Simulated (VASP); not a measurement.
# CoSi2 (Fm-3m) in VASP: a series of runs

Runs on CoSi2. Level: r2SCAN. Tasks: single point.

Everything below comes from runs of VASP 6.6.1. Logs are shortened: lines on timing, memory, paths and dates and some standing lists are left out, and cuts for length are marked.

## 1. The cell of the first run

Symmetry: Fm-3m, No. 225, cubic system. The conventional cell has a = 5.315 Å, b = 5.315 Å, c = 5.315 Å, α = 90.00°, β = 90.00°, γ = 90.00°. Co (site symmetry m-3m) has 8 Si at 2.30 Å within 3.0 Å. Within 3.0 Å of Si (site symmetry -43m) lie 4 Co at 2.30 Å and 6 Si at 2.66 Å.

## 2. Single point, r2SCAN, collinear spin, ferromagnetic start

POSCAR reads:

```
CoSi2
1.0
    0.0000000000      2.6574640070      2.6574640070
    2.6574640070      0.0000000000      2.6574640070
    2.6574640070      2.6574640070      0.0000000000
Co Si
1 2
Direct
    0.0000000000      0.0000000000      0.0000000000
    0.2500000000      0.2500000000      0.2500000000
    0.7500000000      0.7500000000      0.7500000000
```

INCAR.step1 reads:

```
SYSTEM = CoSi2
ALGO = Normal
EDIFF = 1E-4
ENCUT = 520
GGA = PE
ISMEAR = 0
ISPIN = 2
LASPH = .TRUE.
LCHARG = .FALSE.
LMAXMIX = 4
LREAL = .FALSE.
LWAVE = .TRUE.
MAGMOM = 0.05 0 0
NBANDS = 20
NELM = 150
PREC = Accurate
SIGMA = 0.05
```

INCAR.step2 reads:

```
SYSTEM = CoSi2
ALGO = Normal
EDIFF = 1E-7
ENCUT = 520
ISIF = 2
ISMEAR = 0
ISPIN = 2
ISTART = 1
LASPH = .TRUE.
LCHARG = .TRUE.
LELF = .TRUE.
LMAXMIX = 4
LMIXTAU = .TRUE.
LORBIT = 11
LREAL = .FALSE.
LVHAR = .TRUE.
LWAVE = .FALSE.
MAGMOM = 0.05 0 0
METAGGA = R2SCAN
NBANDS = 20
NELM = 150
PREC = Accurate
SIGMA = 0.05
```

KPOINTS reads:

```
k-points
0
G
  8 8 8
  0 0 0
```

Potentials or basis: VASP PAW PBE potentials, release 64 (Co, Si).

Started as:

```
$ cat potpaw_PBE.64/Co/POTCAR potpaw_PBE.64/Si/POTCAR > POTCAR
$ cp INCAR.step1 INCAR
$ mpirun -np 1 vasp_std > vasp.out
$ cp INCAR.step2 INCAR
$ mpirun -np 1 vasp_std > vasp.out
```

OUTCAR:

```text
SYSTEM = CoSi2
   EDIFF = 1E-7
   ENCUT = 520
   ISIF = 2
   ISMEAR = 0
   ISPIN = 2
   ISTART = 1
   LASPH = .TRUE.
   LORBIT = 11
   LREAL = .FALSE.
   METAGGA = R2SCAN
   NELM = 150
   PREC = Accurate

 ion  position               nearest neighbor table
   1  0.000  0.000  0.000-   2 2.30   3 2.30   3 2.30   3 2.30   3 2.30   2 2.30   2 2.30   2 2.30

   2  0.250  0.250  0.250-   1 2.30   1 2.30   1 2.30   1 2.30   3 2.66   3 2.66   3 2.66   3 2.66
                             3 2.66   3 2.66
   3  0.750  0.750  0.750-   1 2.30   1 2.30   1 2.30   1 2.30   2 2.66   2 2.66   2 2.66   2 2.66
                             2 2.66   2 2.66

  LATTYP: Found a face centered cubic cell.
 ALAT       =     5.3149280140

  Lattice vectors:

 A1 = (   0.0000000000,   2.6574640070,   2.6574640070)
 A2 = (   2.6574640070,   0.0000000000,   2.6574640070)
 A3 = (   2.6574640070,   2.6574640070,   0.0000000000)

Analysis of symmetry for initial positions (statically):
=====================================================================
 Subroutine PRICEL returns:
 Original cell was already a primitive cell.

 Routine SETGRP: Setting up the symmetry group for a
 face centered cubic supercell.

 Subroutine GETGRP returns: Found 48 space group operations
 (whereof 48 operations were pure point group operations)
 out of a pool of 48 trial point group operations.

The static configuration has the point symmetry O_h .

Analysis of symmetry for dynamics (positions and initial velocities):
=====================================================================
 Subroutine PRICEL returns:
 Original cell was already a primitive cell.

 Routine SETGRP: Setting up the symmetry group for a
 face centered cubic supercell.

 Subroutine GETGRP returns: Found 48 space group operations
 (whereof 48 operations were pure point group operations)
 out of a pool of 48 trial point group operations.

The dynamic configuration has the point symmetry O_h .

Analysis of structural, dynamic, and magnetic symmetry:
=====================================================================
 Subroutine PRICEL returns:
 Original cell was already a primitive cell.

 Routine SETGRP: Setting up the symmetry group for a
 face centered cubic supercell.

 Subroutine GETGRP returns: Found 48 space group operations
 (whereof 48 operations were pure point group operations)
 out of a pool of 48 trial point group operations.

The overall configuration has the point symmetry O_h .

[... 123 lines left out ...]
  Thomas-Fermi vector in A             =   2.390896
   LORBIT       =     11    0 simple, 1 ext, 2 COOP (PROOUT), +10 PAW based schemes
   METAGGA = R2SCAN    functional components
   LHFCALC =     F    Hartree Fock is set to
   AEXX    =    0.0000 exact exchange contribution
   IVDW    =     0    specifies the selected vdW correction
   LEPSILON=     F    determine dielectric tensor
   LRPA    =     F    only Hartree local field effects (RPA)
 spin polarized calculation
 Gauss-broadening in eV      SIGMA  =   0.05
  energy-cutoff  :      520.00
  volume of cell :       37.53
 maximum number of plane-waves:      1036
   NGX = 13   NGY = 13   NGZ = 13

 number of electron      17.0000004 magnetization       0.0000000

 number of electron      17.0000004 magnetization      -0.0000000

 Free energy of the ion-electron system (eV)
  ---------------------------------------------------
  ext. energy  EPLUGINS =         0.00000000
  ---------------------------------------------------
  free energy    TOTEN  =       -32.00732197 eV

  energy without entropy =      -32.00586862  energy(sigma->0) =      -32.00659530

 E-fermi :  10.2577     XC(G=0): -12.6580

 val. band max:       10.2556190333   @ k =  -0.3750   0.1250   0.0000
 cond. band min:      10.3213053742   @ k =  -0.1250   0.1250   0.0000
 fundamental gap:      0.0656863409
 Fermi energy:        10.2577280509

 spin component 1

 k-point     1 :       0.0000    0.0000    0.0000
  band No.  band energies     occupation
      1      -3.6606      1.00000
      2       5.9541      1.00000
      3       5.9541      1.00000
      4       5.9541      1.00000
      5       8.2298      1.00000
      6       8.2298      1.00000
[... 541 lines left out ...]
     19      26.7496      0.00000
     20      27.2404      0.00000

 [... further k-points ...]

 spin component 2

 k-point     1 :       0.0000    0.0000    0.0000
  band No.  band energies     occupation
      1      -3.6606      1.00000
      2       5.9541      1.00000
      3       5.9541      1.00000
      4       5.9541      1.00000
      5       8.2298      1.00000
      6       8.2298      1.00000
[... 541 lines left out ...]
     19      26.7496      0.00000
     20      27.2404      0.00000

 [... further k-points ...]

------------------------ aborting loop because EDIFF is reached ----------------------------------------

  FORCE on cell =-STRESS in cart. coord.  units (eV):
  Direction    XX          YY          ZZ          XY          YZ          ZX
  --------------------------------------------------------------------------------------
  -------------------------------------------------------------------------------------
  Total       -0.0228747     -0.0228747     -0.0228747     -0.0000000     -0.0000000      0.0000000
  in kB       -0.9764124     -0.9764124     -0.9764124     -0.0000000     -0.0000000      0.0000000
  external PRESSURE =      -0.9764124 kB  Pullay stress =       0.0000000 kB

 VOLUME and BASIS-vectors are now :
 -----------------------------------------------------------------------------
  energy-cutoff  :      520.00
  volume of cell :       37.53
      direct lattice vectors                 reciprocal lattice vectors
     0.000000000  2.657464007  2.657464007    -0.188149303  0.188149303  0.188149303
     2.657464007  0.000000000  2.657464007     0.188149303 -0.188149303  0.188149303
     2.657464007  2.657464007  0.000000000     0.188149303  0.188149303 -0.188149303

 POSITION                                       TOTAL-FORCE (eV/Angst)
 -----------------------------------------------------------------------------------
      0.00000      0.00000      0.00000         0.000000     -0.000000     -0.000000
      1.32873      1.32873      1.32873        -0.000000     -0.000000     -0.000000
      3.98620      3.98620      3.98620         0.000000      0.000000      0.000000
 -----------------------------------------------------------------------------------
    total drift:                               -0.000000     -0.000000      0.000000

  FREE ENERGIE OF THE ION-ELECTRON SYSTEM (eV)
  ---------------------------------------------------
  free  energy   TOTEN  =       -32.0073219667 eV

  energy  without entropy=      -32.0058686243  energy(sigma->0) =      -32.00659530

 total charge

# of ion       s       p       d       tot
------------------------------------------
    1        0.574   0.786   7.625   8.985
    2        0.708   0.902   0.000   1.610
    3        0.708   0.902   0.000   1.610
--------------------------------------------------
tot          1.990   2.590   7.625  12.205

 magnetization (x)

# of ion       s       p       d       tot
------------------------------------------
    1        0.000   0.000   0.000   0.000
    2        0.000  -0.000   0.000  -0.000
    3        0.000  -0.000   0.000  -0.000
--------------------------------------------------
tot          0.000   0.000   0.000   0.000
```

OUTCAR.step1:

```text
SYSTEM = CoSi2
   EDIFF = 1E-4
   ENCUT = 520
   GGA = PE
   ISMEAR = 0
[... 1355 lines left out ...]
      0.00000      0.00000      0.00000         0.000000      0.000000      0.000000
      1.32873      1.32873      1.32873        -0.000000     -0.000000      0.000000
      3.98620      3.98620      3.98620         0.000000      0.000000     -0.000000
 -----------------------------------------------------------------------------------
    total drift:                               -0.000000     -0.000000      0.000000

  FREE ENERGIE OF THE ION-ELECTRON SYSTEM (eV)
  ---------------------------------------------------
  free  energy   TOTEN  =       -19.2811260231 eV

  energy  without entropy=      -19.2792678825  energy(sigma->0) =      -19.28019695
```

OSZICAR.step1:

```text
N       E                     dE             d eps       ncg     rms          rms(c)
DAV:   1     0.693820637632E+02    0.69382E+02   -0.64652E+03  2344   0.815E+02
DAV:   2    -0.159244163516E+02   -0.85306E+02   -0.73997E+02  2472   0.187E+02
DAV:   3    -0.206241254379E+02   -0.46997E+01   -0.45624E+01  2836   0.462E+01
DAV:   4    -0.206997676627E+02   -0.75642E-01   -0.75525E-01  2680   0.534E+00
DAV:   5    -0.207018979915E+02   -0.21303E-02   -0.21301E-02  2852   0.947E-01    0.148E+01
DAV:   6    -0.242637385933E+02   -0.35618E+01   -0.16751E+01  2632   0.817E+01    0.173E+01
DAV:   7    -0.193355367278E+02    0.49282E+01   -0.79023E+00  2808   0.637E+01    0.333E+00
DAV:   8    -0.193086023126E+02    0.26934E-01   -0.44520E-01  2840   0.377E+00    0.182E+00
DAV:   9    -0.192810106683E+02    0.27592E-01   -0.59506E-02  2720   0.407E+00    0.472E-01
DAV:  10    -0.192812594182E+02   -0.24875E-03   -0.42749E-03  3096   0.925E-01    0.146E-01
DAV:  11    -0.192811129185E+02    0.14650E-03   -0.55673E-04  2908   0.366E-01    0.374E-02
DAV:  12    -0.192811260231E+02   -0.13105E-04   -0.35401E-05  1468   0.557E-02
   1 F= -.19281126E+02 E0= -.19280197E+02  d E =-.185814E-02  mag=    -0.0003
```

Run time: 7.1 min. Hardware: 1 thread of AMD EPYC 7R13, shared host; peak memory 0.17 GiB.

What came out:

- Free energy: -32.0073 eV
- Pressure: -0.1 GPa
- Net moment: 0.00 μB per cell
- Valence electrons inside the program's atomic spheres: Co 8.98; Si 1.61

Caveat: the PAW data sets were made with another functional, which shifts forces and pressure a little.

## 3. Single point, r2SCAN, collinear spin, ferromagnetic start (volume scaled by 1.02)

POSCAR reads:

```
CoSi2
1.0
    0.0000000000      2.6750636193      2.6750636193
    2.6750636193      0.0000000000      2.6750636193
    2.6750636193      2.6750636193      0.0000000000
Co Si
1 2
Direct
    0.0000000000      0.0000000000      0.0000000000
    0.2500000000      0.2500000000      0.2500000000
    0.7500000000      0.7500000000      0.7500000000
```

INCAR.step1 reads:

```
  PREC = Accurate
  ENCUT = 520
  ISMEAR = 0
  SIGMA = 0.05
  LREAL = False
  LASPH = True
  NELM = 150
  ISPIN = 2
  MAGMOM = 0.05 0 0
  LMAXMIX = 4
  NBANDS = 20
  GGA = PE
  ALGO = Normal
  EDIFF = 1E-4
  LWAVE = True
  LCHARG = False
```

INCAR.step2 reads:

```
  PREC = Accurate
  ENCUT = 520
  EDIFF = 1E-7
  ISMEAR = 0
  SIGMA = 0.05
  LREAL = False
  LASPH = True
  NELM = 150
  ALGO = Normal
  ISIF = 2
  LWAVE = False
  LCHARG = True
  ISPIN = 2
  MAGMOM = 0.05 0 0
  LORBIT = 11
  LMAXMIX = 4
  METAGGA = R2SCAN
  LMIXTAU = True
  LELF = True
  LVHAR = True
  NBANDS = 20
  ISTART = 1
```

KPOINTS reads:

```
Automatic mesh
0
Gamma
  8 8 8
```

Potentials or basis: VASP PAW PBE potentials, release 64 (Co, Si).

Started as:

```
$ cat potpaw_PBE.64/Co/POTCAR potpaw_PBE.64/Si/POTCAR > POTCAR
$ cp INCAR.step1 INCAR
$ mpirun -np 1 vasp_std > vasp.out
$ cp INCAR.step2 INCAR
$ mpirun -np 1 vasp_std > vasp.out
```

Run time: 7 min. Hardware: 1 thread of AMD EPYC 7R13, shared host; peak memory 0.17 GiB.

It converged, with:

| Item | Value |
| --- | --- |
| Free energy | -31.9979 eV |
| Pressure | -3.8 GPa |
| Net moment | 0.00 μB per cell |
| Valence electrons inside the program's atomic spheres | Co 8.93; Si 1.60 |

Levels at points of the mesh, in eV from the Fermi level:
Spin up:
| k point | band 5 | band 6 | band 7 | band 8 | band 9 | band 10 | band 11 | band 12 | band 13 | band 14 |
| --- | --- | --- | --- | --- | --- | --- | --- | --- | --- | --- |
| (0.00, 0.00, 0.00) | -1.96 | -1.96 | 1.33 | 3.65 | 3.65 | 3.65 | 3.70 | 3.70 | 3.70 | 6.21 |
| (0.50, 0.00, 0.00) | -2.15 | -1.62 | -1.62 | -0.49 | -0.49 | 3.22 | 3.68 | 3.68 | 4.87 | 11.03 |
| (0.50, 0.50, 0.00) | -3.85 | -1.95 | -1.91 | -1.91 | -1.35 | 1.88 | 3.23 | 9.03 | 10.38 | 10.38 |
Spin down:
```
           k point  band 6  band 7  band 8  band 9  band 10  band 11  band 12  band 13
(0.00, 0.00, 0.00)   -1.96    1.33    3.65    3.65     3.65     3.70     3.70     3.70
(0.50, 0.00, 0.00)   -1.62   -1.62   -0.49   -0.49     3.22     3.68     3.68     4.87
(0.50, 0.50, 0.00)   -1.95   -1.91   -1.91   -1.35     1.88     3.23     9.03    10.38
```

Caveat: the PAW data sets were made with another functional, which shifts forces and pressure a little.

[end of part 1 of 2]
